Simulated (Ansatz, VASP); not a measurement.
# Two plane-wave programs on C

```
C
1.0
     2.56012    0.00000    0.00000
    -1.28006    2.21713    0.00000
     0.00000    0.00000    8.44338
C
8
Direct
  0.98899 0.97799 0.09297
  0.98899 0.97799 0.59297
  0.98899 0.97799 0.40703
  0.98899 0.97799 0.90703
  0.34434 0.68868 0.15553
  0.67767 0.35534 0.65553
  0.34434 0.68868 0.34447
  0.67767 0.35534 0.84447
```

Change from the starting cell: mode 14 frozen in at -0.048 Å, equal normal strain along x, y and z +0.0167.

Alike in both runs: task single point; functional PBE; k mesh 12 × 12 × 4; occupations gaussian, width 0.05 eV; no spin polarisation.

|  | VASP | Ansatz |
| --- | --- | --- |
| version | VASP 6.6.1 | Ansatz 0.2.0 |
| potentials or method | VASP PAW PBE potentials, release 64 (C), cutoff 520 eV | scalar-relativistic, plane waves, PAW |
| valence electrons in the cell | 32 | 32 |

```tsv
	VASP	Ansatz	Ansatz less VASP
gap on the k mesh at the Fermi level (eV)	3.40	3.41	+0.008
least direct gap on the mesh (eV)	3.85	3.85	+0.003
pressure (GPa)	-16.0	-16.5	-0.48
traceless stress, the component that is largest in VASP (GPa)	2.40	2.36	-0.041
rms of the force components (eV/Å)	1.587	1.573	-0.0132
```

Atom by atom the forces differ by 0.013 eV/Å (rms over components). With one functional, cell and mesh, what is left measures potentials, basis and numerics.
